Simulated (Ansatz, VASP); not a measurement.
Fe in VASP and in Ansatz

```
CELL_PARAMETERS angstrom
2.43416 0.00000 0.00000
-1.21708 2.10804 0.00000
0.00000 0.00000 3.68826
ATOMIC_POSITIONS crystal
Fe 0.33333 0.66667 0.25000
Fe 0.66667 0.33333 0.75000
```

Change from the starting cell: strain -0.0400 x Voigt [0, 0, 1, 0, 0, 0], atoms carried along.

Alike in both runs: task single point; functional PBEsol; k mesh 24 × 24 × 12; occupations gaussian, width 0.15 eV; no spin polarisation.

```csv
,VASP,Ansatz
version,VASP 6.6.1,Ansatz 0.2.0
potentials or method,"VASP PAW PBE potentials, release 64 (Fe), cutoff 520 eV","scalar-relativistic, plane waves, PAW"
valence electrons in the cell,16,32
```

Ansatz gave:

```
gap on the k mesh at the Fermi level (eV)                     : none
pressure (GPa)                                                : 14.0
traceless stress, the component that is largest in VASP (GPa) : 15.59
```

**Question.** Estimate VASP's values.

**Answer.** gap on the k mesh at the Fermi level (eV): none; pressure (GPa): 13.4; traceless stress, the component that is largest in VASP (GPa): 15.00.

VASP's potentials were made for PBE, not for PBEsol. A gap of «none» marks a metal or a gap that the smearing closes. With one functional, cell and mesh, what is left measures potentials, basis and numerics. VASP's potentials hold 16 valence electrons a cell and Ansatz's 32, so a difference there can come from the potentials and not from the codes.
